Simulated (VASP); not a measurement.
Wanted: the native input for a VASP 6.6.1 run.

```
Task                   : single point
Functional             : PBE
Potentials or basis    : VASP PAW PBE potentials, release 64 (Hf_pv, O)
Cutoff                 : 520 eV
k mesh                 : 8 × 8 × 8
Occupations            : gaussian, width 0.02 eV
Spin                   : no spin polarisation
Dipole correction      : no
Further INCAR settings : ALGO = Normal; EDIFF = 1e-07; NBANDS = 18
```

The structure of HfO2 lies in POSCAR:

```
HfO2
1.0
    0.0000000000      2.6311072592      2.6311072592
    2.6311072592      0.0000000000      2.6311072592
    2.6311072592      2.6311072592      0.0000000000
Hf O
1 2
Direct
    0.0000000000      0.0000000000      0.0000000000
    0.7500000000      0.7500000000      0.7500000000
    0.2500000000      0.2500000000      0.2500000000
```

This cell differs from its parent crystal: volume scaled by 1.10.

These files were run (other wordings do the same):

INCAR

```
PREC = Accurate ; ENCUT = 520
EDIFF = 1E-7 ; ISMEAR = 0
SIGMA = 0.02 ; LREAL = False
LASPH = True ; NELM = 60
ALGO = Normal ; ISIF = 2
LWAVE = False ; LCHARG = True
GGA = PE ; LELF = True
LVHAR = True ; NBANDS = 18
```

KPOINTS

```
regular mesh
0
Gamma
  8 8 8
```

Potentials or basis: VASP PAW PBE potentials, release 64 (Hf_pv, O).

Command:

```console
$ cat potpaw_PBE.64/Hf_pv/POTCAR potpaw_PBE.64/O/POTCAR > POTCAR
$ mpirun -np 1 vasp_std > vasp.out
```

Results of the run:

```json
{"Pressure": "-22.0 GPa", "Band gap on the k mesh": "3.49 eV, direct"}
```

Caveat: spin-orbit coupling is left out, which moves the levels of the heavy elements.

Wall time 28 s on 1 thread of AMD EPYC 7R43 64-Core Processor (Zen 3), with other jobs on the host, peak memory 0.13 GiB.
